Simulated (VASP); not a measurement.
# ZnS (F-43m) in VASP: further runs

ZnS is run at these levels: PBEsol; tasks: electric field gradients, dielectric tensor.

Program: VASP 6.6.1. These are calculated values, not measurements. Logs are shortened: lines on timing, memory, paths and dates and some standing lists are left out, and cuts for length are marked.

### 1 The cell of the first run

The structure is cubic, space group F-43m (No. 216). The conventional cell has a = 5.404 Å, b = 5.404 Å, c = 5.404 Å, α = 90.00°, β = 90.00°, γ = 90.00°. Within 3.1 Å of Zn (site symmetry -43m) lie 4 S at 2.34 Å. S (site symmetry -43m) has 4 Zn at 2.34 Å within 3.1 Å.

### 2 Electric field gradients, PBEsol

The input, INCAR:

```
SYSTEM = ZnS
PREC = Accurate
ENCUT = 520
EDIFF = 1E-8
ISMEAR = 0
SIGMA = 0.01
LREAL = .FALSE.
LASPH = .TRUE.
NELM = 80
ALGO = Normal
ISIF = 2
LWAVE = .FALSE.
LCHARG = .FALSE.
GGA = PS
LEFG = .TRUE.
NBANDS = 46
```

The input, KPOINTS:

```
regular mesh
0
G
  3 3 3
  0 0 0
```

The input, POSCAR:

```
ZnS
1.0
    5.4040000000      0.0000000000      0.0000000000
    0.0000000000      5.4040000000      0.0000000000
    0.0000000000      0.0000000000      5.4040000000
Zn S
4 4
Direct
    0.2500000000      0.2500000000      0.2500000000
    0.7500000000      0.7500000000      0.2500000000
    0.7500000000      0.2500000000      0.7500000000
    0.2500000000      0.7500000000      0.7500000000
    0.0000000000      0.0000000000      0.0000000000
    0.5000000000      0.5000000000      0.0000000000
    0.5000000000      0.0000000000      0.5000000000
    0.0000000000      0.5000000000      0.5000000000
```

Potentials or basis: VASP PAW PBE potentials, release 64 (Zn, S).

Started as:

```sh
> cat potpaw_PBE.64/Zn/POTCAR potpaw_PBE.64/S/POTCAR > POTCAR
> mpirun -np 1 vasp_std > vasp.out
```

OUTCAR:

```text
SYSTEM = ZnS
   PREC = Accurate
   ENCUT = 520
   EDIFF = 1E-8
   ISMEAR = 0
   LREAL = .FALSE.
   LASPH = .TRUE.
   NELM = 80
   ISIF = 2
   GGA = PS

 ion  position               nearest neighbor table
   1  0.250  0.250  0.250-   5 2.34   6 2.34   7 2.34   8 2.34
   2  0.750  0.750  0.250-   5 2.34   6 2.34   7 2.34   8 2.34
   3  0.750  0.250  0.750-   5 2.34   6 2.34   7 2.34   8 2.34
   4  0.250  0.750  0.750-   5 2.34   6 2.34   7 2.34   8 2.34
   5  0.000  0.000  0.000-   1 2.34   2 2.34   3 2.34   4 2.34
   6  0.500  0.500  0.000-   1 2.34   2 2.34   3 2.34   4 2.34
   7  0.500  0.000  0.500-   1 2.34   2 2.34   3 2.34   4 2.34
   8  0.000  0.500  0.500-   1 2.34   2 2.34   3 2.34   4 2.34

  LATTYP: Found a simple cubic cell.
 ALAT       =     5.4040000000

  Lattice vectors:

 A1 = (   5.4040000000,   0.0000000000,   0.0000000000)
 A2 = (   0.0000000000,   5.4040000000,   0.0000000000)
 A3 = (   0.0000000000,   0.0000000000,   5.4040000000)

Analysis of symmetry for initial positions (statically):
=====================================================================
 Subroutine PRICEL returns following result:

  LATTYP: Found a face centered cubic cell.
 ALAT       =     5.4040000000

  Lattice vectors:

 A1 = (   2.7020000000,  -2.7020000000,   0.0000000000)
 A2 = (   2.7020000000,   0.0000000000,   2.7020000000)
 A3 = (   0.0000000000,  -2.7020000000,   2.7020000000)

   4 primitive cells build up your supercell.

 Routine SETGRP: Setting up the symmetry group for a
 simple cubic supercell.

 Subroutine GETGRP returns: Found 24 space group operations
 (whereof 24 operations were pure point group operations)
 out of a pool of 48 trial point group operations.

The static configuration has the point symmetry T_d .

Analysis of symmetry for dynamics (positions and initial velocities):
=====================================================================
 Subroutine PRICEL returns following result:

  LATTYP: Found a face centered cubic cell.
[... 157 lines left out ...]
      5      -4.3970      2.00000
      6      -4.3970      2.00000
[... 185 lines left out ...]
     45       8.9698      0.00000
     46       9.7237      0.00000

------------------------ aborting loop because EDIFF is reached ----------------------------------------

  FORCE on cell =-STRESS in cart. coord.  units (eV):
  Direction    XX          YY          ZZ          XY          YZ          ZX
  --------------------------------------------------------------------------------------
  -------------------------------------------------------------------------------------
  Total       -1.7528848     -1.7528848     -1.7528848      0.0000000      0.0000000     -0.0000000
  in kB      -17.7958175    -17.7958175    -17.7958175      0.0000000      0.0000000     -0.0000000
  external PRESSURE =     -17.7958175 kB  Pullay stress =       0.0000000 kB

 VOLUME and BASIS-vectors are now :
 -----------------------------------------------------------------------------
  energy-cutoff  :      520.00
  volume of cell :      157.81
      direct lattice vectors                 reciprocal lattice vectors
     5.404000000  0.000000000  0.000000000     0.185048113  0.000000000  0.000000000
     0.000000000  5.404000000  0.000000000     0.000000000  0.185048113  0.000000000
     0.000000000  0.000000000  5.404000000     0.000000000  0.000000000  0.185048113

 POSITION                                       TOTAL-FORCE (eV/Angst)
 -----------------------------------------------------------------------------------
      1.35100      1.35100      1.35100         0.000000      0.000000      0.000000
      4.05300      4.05300      1.35100        -0.000000     -0.000000      0.000000
      4.05300      1.35100      4.05300         0.000000     -0.000000      0.000000
      1.35100      4.05300      4.05300        -0.000000      0.000000      0.000000
      0.00000      0.00000      0.00000        -0.000000      0.000000     -0.000000
      2.70200      2.70200      0.00000        -0.000000      0.000000     -0.000000
      2.70200      0.00000      2.70200        -0.000000     -0.000000     -0.000000
      0.00000      2.70200      2.70200        -0.000000      0.000000      0.000000
 -----------------------------------------------------------------------------------
    total drift:                               -0.000000     -0.000000     -0.000000

  FREE ENERGIE OF THE ION-ELECTRON SYSTEM (eV)
  ---------------------------------------------------
  free  energy   TOTEN  =       -30.3181585287 eV

  energy  without entropy=      -30.3181585287  energy(sigma->0) =      -30.31815853

 Electric field gradients (V/A^2)
---------------------------------------------------------------------
 ion       V_xx      V_yy      V_zz      V_xy      V_xz      V_yz
---------------------------------------------------------------------
   1       0.000    -0.000     0.000     0.000     0.000     0.000
   2      -0.000    -0.000     0.000     0.000     0.000     0.000
   3      -0.000    -0.000     0.000     0.000     0.000     0.000
   4      -0.000    -0.000     0.000     0.000     0.000    -0.000
   5       0.000     0.000     0.000    -0.000    -0.000    -0.000
   6       0.000     0.000     0.000     0.000     0.000    -0.000
   7       0.000     0.000     0.000     0.000     0.000    -0.000
   8       0.000     0.000     0.000    -0.000    -0.000    -0.000
---------------------------------------------------------------------

 Electric field gradients after diagonalization (V/A^2)
 (convention: |V_zz| > |V_xx| > |V_yy|)
----------------------------------------------------------------------
 ion       V_xx      V_yy      V_zz     asymmetry (V_yy - V_xx)/ V_zz
----------------------------------------------------------------------
   1      -0.000     0.000     0.000       0.072
   2      -0.000    -0.000     0.000       0.042
   3      -0.000    -0.000     0.000       0.032
   4      -0.000    -0.000     0.000       0.025
   5       0.000     0.000     0.000      -0.116
   6       0.000     0.000     0.000      -0.077
   7       0.000     0.000     0.000      -0.050
   8       0.000     0.000     0.000      -0.098
----------------------------------------------------------------------

           NMR quadrupolar parameters

 Cq : quadrupolar parameter    Cq=e*Q*V_zz/h
 eta: asymmetry parameters     (V_yy - V_xx)/ V_zz
 Q  : nuclear electric quadrupole moment in mb (millibarn)
----------------------------------------------------------------------
 ion       Cq(MHz)       eta       Q (mb)
----------------------------------------------------------------------
   1       0.000       0.072       1.000
   2       0.000       0.042       1.000
   3       0.000       0.032       1.000
   4       0.000       0.025       1.000
   5       0.000      -0.116       1.000
   6       0.000      -0.077       1.000
   7       0.000      -0.050       1.000
   8       0.000      -0.098       1.000
----------------------------------------------------------------------
```

OSZICAR:

```text
N       E                     dE             d eps       ncg     rms          rms(c)
DAV:   1     0.569017161971E+03    0.56902E+03   -0.32440E+04   368   0.186E+03
DAV:   2     0.446493102273E+02   -0.52437E+03   -0.50277E+03   376   0.432E+02
DAV:   3    -0.283349825378E+02   -0.72984E+02   -0.71872E+02   412   0.150E+02
DAV:   4    -0.318883875214E+02   -0.35534E+01   -0.35403E+01   442   0.333E+01
DAV:   5    -0.319416570836E+02   -0.53270E-01   -0.53241E-01   412   0.410E+00    0.134E+01
DAV:   6    -0.303001741416E+02    0.16415E+01   -0.40049E+00   526   0.442E+01    0.102E+01
DAV:   7    -0.303501918270E+02   -0.50018E-01   -0.34007E+00   410   0.758E+00    0.467E+00
DAV:   8    -0.303184333852E+02    0.31758E-01   -0.15473E-01   462   0.384E+00    0.158E+00
DAV:   9    -0.303176381053E+02    0.79528E-03   -0.36061E-02   468   0.229E+00    0.323E-01
DAV:  10    -0.303179314089E+02   -0.29330E-03   -0.24841E-03   424   0.411E-01    0.180E-01
DAV:  11    -0.303181653023E+02   -0.23389E-03   -0.43940E-04   392   0.123E-01    0.104E-01
DAV:  12    -0.303181560821E+02    0.92202E-05   -0.42629E-05   436   0.965E-02    0.967E-03
DAV:  13    -0.303181583502E+02   -0.22681E-05   -0.57856E-06   416   0.240E-02    0.397E-03
DAV:  14    -0.303181584746E+02   -0.12431E-06   -0.10302E-06   450   0.600E-03    0.116E-03
DAV:  15    -0.303181585281E+02   -0.53528E-07   -0.34814E-07   500   0.772E-03    0.771E-04
DAV:  16    -0.303181585287E+02   -0.58208E-09   -0.38383E-08   324   0.175E-03
   1 F= -.30318159E+02 E0= -.30318159E+02  d E =-.196069E-13
```

stdout:

```text
POSCAR found type information on POSCAR ZnS
 POSCAR found :  2 types and       8 ions
 scaLAPACK will be used
 -----------------------------------------------------------------------------
|                                                                             |
|                                                                             |
|     You enforced a specific xc type in the INCAR file but a different       |
|     I HOPE YOU KNOW WHAT YOU ARE DOING!                                     |
|                                                                             |
 -----------------------------------------------------------------------------

 LDA part: xc-table for (Slater+PW92), standard interpolation
 POSCAR, INCAR and KPOINTS ok, starting setup
 FFT: planning ... GRIDC
 FFT: planning ... GRID_SOFT
 FFT: planning ... GRID
 WAVECAR not read
 entering main loop
ion   1

ion   2

ion   3

ion   4

ion   5

ion   6

ion   7

ion   8
```

It took 58 s on 1 thread of Intel Xeon 8259CL, shared host; peak memory 0.24 GiB.

What came out:

| Quantity | Value |
| --- | --- |
| Free energy | -30.3182 eV |
| Pressure | -1.8 GPa |
| Band gap on the k mesh | 1.98 eV |
| Largest electric field gradient by atom | zero within the noise of the run |

Levels at points of the mesh, in eV from the valence-band top:
```
           k point  band 33  band 34  band 35  band 36  band 37  band 38  band 39  band 40
(0.00, 0.00, 0.00)    -2.25     0.00     0.00     0.00     1.98     3.24     3.24     3.24
```

Caveat: the PAW data sets were made with another functional, which shifts forces and pressure a little.

### 3 Dielectric tensor, PBEsol

This run uses another cell than the first one: it holds 2 atoms, not 8.

The input, INCAR:

```
SYSTEM = ZnS
  PREC = Accurate
  ENCUT = 520
  EDIFF = 1E-8
  ISMEAR = 0
  SIGMA = 0.01
  LREAL = .FALSE.
  LASPH = .TRUE.
  NELM = 100
  ALGO = Normal
  ISIF = 2
  LWAVE = .FALSE.
  LCHARG = .FALSE.
  GGA = PS
  LEPSILON = .TRUE.
```

The input, KPOINTS:

```
regular mesh
0
G
  9 9 9
  0 0 0
```

The input, POSCAR:

```
ZnS
1.0
    0.0000000000      2.7020000000      2.7020000000
    2.7020000000      0.0000000000      2.7020000000
    2.7020000000      2.7020000000      0.0000000000
Zn S
1 1
Direct
    0.2500000000      0.2500000000      0.2500000000
    0.0000000000      0.0000000000      0.0000000000
```

Potentials or basis: VASP PAW PBE potentials, release 64 (Zn, S).

Started as:

```sh
> cat potpaw_PBE.64/Zn/POTCAR potpaw_PBE.64/S/POTCAR > POTCAR
> mpirun -np 1 vasp_std > vasp.out
```

OUTCAR:

```text
SYSTEM = ZnS
   PREC = Accurate
   ENCUT = 520
   EDIFF = 1E-8
   ISMEAR = 0
   LREAL = .FALSE.
   LASPH = .TRUE.
   NELM = 100
   ISIF = 2
   GGA = PS
   LEPSILON = .TRUE.

 ion  position               nearest neighbor table
   1  0.250  0.250  0.250-   2 2.34   2 2.34   2 2.34   2 2.34
   2  0.000  0.000  0.000-   1 2.34   1 2.34   1 2.34   1 2.34

  LATTYP: Found a face centered cubic cell.
 ALAT       =     5.4040000000

  Lattice vectors:

 A1 = (   0.0000000000,   2.7020000000,   2.7020000000)
 A2 = (   2.7020000000,   0.0000000000,   2.7020000000)
 A3 = (   2.7020000000,   2.7020000000,   0.0000000000)

Analysis of symmetry for initial positions (statically):
=====================================================================
 Subroutine PRICEL returns:
 Original cell was already a primitive cell.

 Routine SETGRP: Setting up the symmetry group for a
 face centered cubic supercell.

 Subroutine GETGRP returns: Found 24 space group operations
 (whereof 24 operations were pure point group operations)
 out of a pool of 48 trial point group operations.

The static configuration has the point symmetry T_d .

Analysis of symmetry for dynamics (positions and initial velocities):
=====================================================================
 Subroutine PRICEL returns:
 Original cell was already a primitive cell.

 Routine SETGRP: Setting up the symmetry group for a
 face centered cubic supercell.

 Subroutine GETGRP returns: Found 24 space group operations
 (whereof 24 operations were pure point group operations)
 out of a pool of 48 trial point group operations.

The dynamic configuration has the point symmetry T_d .

 Subroutine INISYM returns: Found 24 space group operations
 (whereof 24 operations are pure point group operations),
 and found     1 'primitive' translations

----------------------------------------------------------------------------------------

                                     Primitive cell

  volume of cell :      39.4535

  direct lattice vectors                    reciprocal lattice vectors
     0.000000000  2.702000000  2.702000000    -0.185048113  0.185048113  0.185048113
     2.702000000  0.000000000  2.702000000     0.185048113 -0.185048113  0.185048113
     2.702000000  2.702000000  0.000000000     0.185048113  0.185048113 -0.185048113

  length of vectors
     3.821205046  3.821205046  3.821205046     0.320512733  0.320512733  0.320512733

  position of ions in fractional coordinates (direct lattice)
     0.250000000  0.250000000  0.250000000
     0.000000000  0.000000000  0.000000000

  ion indices of the primitive-cell ions
   primitive index   ion index
                 1           1
                 2           2

[... 489 lines left out ...]
  band No.  band energies     occupation
      1      -9.9248      2.00000
      2      -4.4006      2.00000
      3      -4.0278      2.00000
      4      -4.0278      2.00000
      5      -3.7847      2.00000
      6      -3.7038      2.00000
      7      -2.4301      2.00000
      8      -0.1801      2.00000
      9      -0.1801      2.00000
     10       5.3139      0.00000
     11       6.0373      0.00000
     12      12.5889      0.00000
     13      13.4719      0.00000

 [... further k-points ...]

  FORCE on cell =-STRESS in cart. coord.  units (eV):
  Direction    XX          YY          ZZ          XY          YZ          ZX
  --------------------------------------------------------------------------------------
  -------------------------------------------------------------------------------------
  Total       -0.4410617     -0.4410617     -0.4410617     -0.0000000      0.0000000     -0.0000000
  in kB      -17.9111697    -17.9111697    -17.9111697     -0.0000000      0.0000000     -0.0000000
  external PRESSURE =     -17.9111697 kB  Pullay stress =       0.0000000 kB

 VOLUME and BASIS-vectors are now :
 -----------------------------------------------------------------------------
  energy-cutoff  :      520.00
  volume of cell :       39.45
      direct lattice vectors                 reciprocal lattice vectors
     0.000000000  2.702000000  2.702000000    -0.185048113  0.185048113  0.185048113
     2.702000000  0.000000000  2.702000000     0.185048113 -0.185048113  0.185048113
     2.702000000  2.702000000  0.000000000     0.185048113  0.185048113 -0.185048113

 POSITION                                       TOTAL-FORCE (eV/Angst)
 -----------------------------------------------------------------------------------
      1.35100      1.35100      1.35100         0.000000     -0.000000     -0.000000
      0.00000      0.00000      0.00000        -0.000000      0.000000      0.000000
 -----------------------------------------------------------------------------------
    total drift:                               -0.000001     -0.000001     -0.000001

  FREE ENERGIE OF THE ION-ELECTRON SYSTEM (eV)
  ---------------------------------------------------
  free  energy   TOTEN  =        -7.5837685390 eV

  energy  without entropy=       -7.5837685390  energy(sigma->0) =       -7.58376854

 HEAD OF MICROSCOPIC STATIC DIELECTRIC TENSOR (INDEPENDENT PARTICLE, excluding Hartree and local field effects)
 ------------------------------------------------------
           6.573802     0.000000     0.000000
           0.000000     6.573802     0.000000
           0.000000     0.000000     6.573802
 ------------------------------------------------------

 Free energy of the ion-electron system (eV)
  ---------------------------------------------------
  ---------------------------------------------------
  free energy    TOTEN  =        -0.59955249 eV

  energy without entropy =       -0.59955249

------------------------ aborting loop because EDIFF is reached ----------------------------------------

--------------------------------------- Ionic step        2  -------------------------------------------

------------------------ aborting loop because EDIFF is reached ----------------------------------------

--------------------------------------- Ionic step        3  -------------------------------------------

 Free energy of the ion-electron system (eV)
  ---------------------------------------------------
  ---------------------------------------------------
  free energy    TOTEN  =        -0.59955268 eV

  energy without entropy =       -0.59955268

------------------------ aborting loop because EDIFF is reached ----------------------------------------

 PIEZOELECTRIC TENSOR FIELD DIRECTION 3  (e Angst)
 -----------------------------------------------------------------------------
    -0.00113  1.66679  0.00000           ( -0.00000 -0.02137  0.00000)
     1.66679 -0.00113  0.00000           ( -0.02137 -0.00000  0.00000)
     0.00000  0.00000  0.00065           (  0.00000  0.00000 -0.00000)

 PIEZOELECTRIC TENSOR FIELD DIRECTION 3  (C/m^2)
 -----------------------------------------------------------------------------
    -0.00046  0.67687  0.00000
     0.67687 -0.00046  0.00000
     0.00000  0.00000  0.00027

 MACROSCOPIC STATIC DIELECTRIC TENSOR (including local field effects in DFT)
 ------------------------------------------------------
           6.139983    -0.000000    -0.000000
          -0.000000     6.139983    -0.000000
           0.000000     0.000000     6.139983
 ------------------------------------------------------

 PIEZOELECTRIC TENSOR (including local field effects)  for field in x, y, z        (e  Angst)
          XX          YY          ZZ          XY          YZ          ZX
  --------------------------------------------------------------------------------
  x     0.00000    -0.00000     0.00000     0.00000     1.68243     0.00000
  y     0.00000     0.00000    -0.00000     0.00000     0.00000     1.68243
  z    -0.00000    -0.00000    -0.00000     1.68243     0.00000     0.00000

 PIEZOELECTRIC TENSOR (including local field effects)  for field in x, y, z        (C/m^2)
          XX          YY          ZZ          XY          YZ          ZX
  --------------------------------------------------------------------------------
  x     0.00000    -0.00000     0.00000     0.00000     0.68322     0.00000
  y     0.00000     0.00000    -0.00000     0.00000     0.00000     0.68322
  z    -0.00000    -0.00000    -0.00000     0.68322     0.00000     0.00000

 BORN EFFECTIVE CHARGES (including local field effects) (in |e|, cummulative output)
 ---------------------------------------------------------------------------------
 ion    1
    1     2.00127     0.00000     0.00000
    2     0.00000     2.00127    -0.00000
    3     0.00000    -0.00000     2.00127
 ion    2
    1    -2.00127     0.00000    -0.00000
    2     0.00000    -2.00127     0.00000
    3    -0.00000     0.00000    -2.00127
```

It took 8.7 min on 1 thread of Intel Xeon 8259CL, shared host; peak memory 0.3 GiB.

What came out:

```
Band gap on the k mesh                  : 1.98 eV
Electronic dielectric tensor (diagonal) : 6.14
Born charges (mean of the diagonal)     : Zn +2.00; S -2.00 e
```

Electronic dielectric tensor:
```
6.14 0.00 0.00
0.00 6.14 0.00
0.00 0.00 6.14
```

Born effective charge tensors (e):
atom 1, Zn
```
2.00 0.00 0.00
0.00 2.00 0.00
0.00 0.00 2.00
```
atom 2, S
```
-2.00  0.00  0.00
 0.00 -2.00  0.00
 0.00  0.00 -2.00
```

Caveat: the PAW data sets were made with another functional, which shifts forces and pressure a little.

[end of part 1 of 2]
